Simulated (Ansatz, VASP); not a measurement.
# MoS2 in VASP and in Ansatz

```
CELL_PARAMETERS angstrom
3.20998 0.00000 0.00000
-1.60499 2.77993 0.00000
0.00000 0.00000 16.38378
ATOMIC_POSITIONS crystal
Mo 0.66667 0.33333 0.25000
Mo 0.33333 0.66667 0.75000
S 0.66667 0.33333 0.65454
S 0.33333 0.66667 0.34546
S 0.66667 0.33333 0.84546
S 0.33333 0.66667 0.15454
```

Alike in both runs: functional RPBE; k mesh 12 × 12 × 2; occupations gaussian, width 0.02 eV; no spin polarisation.

Ansatz relaxed the structure, and its values are those at the end. VASP's run is a single point on that final structure, the one shown.

```csv
,VASP,Ansatz
version,VASP 6.6.1,Ansatz 0.2.0
potentials or method,"VASP PAW PBE potentials, release 64 (Mo_sv, S), cutoff 500 eV","scalar-relativistic, plane waves, PAW"
valence electrons in the cell,52,52
```

```tsv
	VASP	Ansatz	Ansatz less VASP
gap on the k mesh at the Fermi level (eV)	1.45	1.44	-0.013
pressure (GPa)	-0.2	0.0	+0.15
rms of the force components (eV/Å)	0.010	0.000	-0.0093
```

VASP's potentials were made for PBE, not for RPBE. The functional is the same, so the differences come from potentials, cutoffs and numerics.
